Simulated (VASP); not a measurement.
Here is a VASP 6.6.1 calculation.

Contents of POSCAR:

```
Al2Pt
1.0
    0.0000000000      2.9315939400      2.9315939400
    2.9315939400      0.0000000000      2.9315939400
    2.9315939400      2.9315939400      0.0000000000
Al Pt
2 1
Direct
    0.2500000000      0.2500000000      0.2500000000
    0.7500000000      0.7500000000      0.7500000000
    0.0000000000      0.0000000000      0.0000000000
```

File INCAR.step1:

```
PREC = Accurate
ENCUT = 520
ISMEAR = -1
SIGMA = 0.1
LREAL = F
LASPH = T
NELM = 60
NBANDS = 15
GGA = PE
ALGO = Normal
EDIFF = 1E-4
LWAVE = T
LCHARG = F
```

File INCAR.step2:

```
PREC = Accurate
ENCUT = 520
EDIFF = 1E-6
ISMEAR = -1
SIGMA = 0.1
LREAL = F
LASPH = T
NELM = 60
ALGO = Normal
ISIF = 2
LWAVE = F
LCHARG = F
METAGGA = R2SCAN
LMIXTAU = T
NBANDS = 15
ISTART = 1
```

The input KPOINTS:

```
regular mesh
0
Gamma
  10 10 10
```

Potentials or basis: VASP PAW PBE potentials, release 64 (Al, Pt).

Command:

```bash
$ cat potpaw_PBE.64/Al/POTCAR potpaw_PBE.64/Pt/POTCAR > POTCAR
$ cp INCAR.step1 INCAR
$ mpirun -np 1 vasp_std > vasp.out
$ cp INCAR.step2 INCAR
$ mpirun -np 1 vasp_std > vasp.out
```

Question: Estimate the band gap on the k mesh.

Answer: Zero (bands 8 and 9 overlap by 5.75 eV).

Question: Predict the pressure.

Answer: 2.9 GPa.

Caveat: the PAW data sets were made with another functional, which shifts forces and pressure a little; spin-orbit coupling is left out, which moves the levels of the heavy elements.
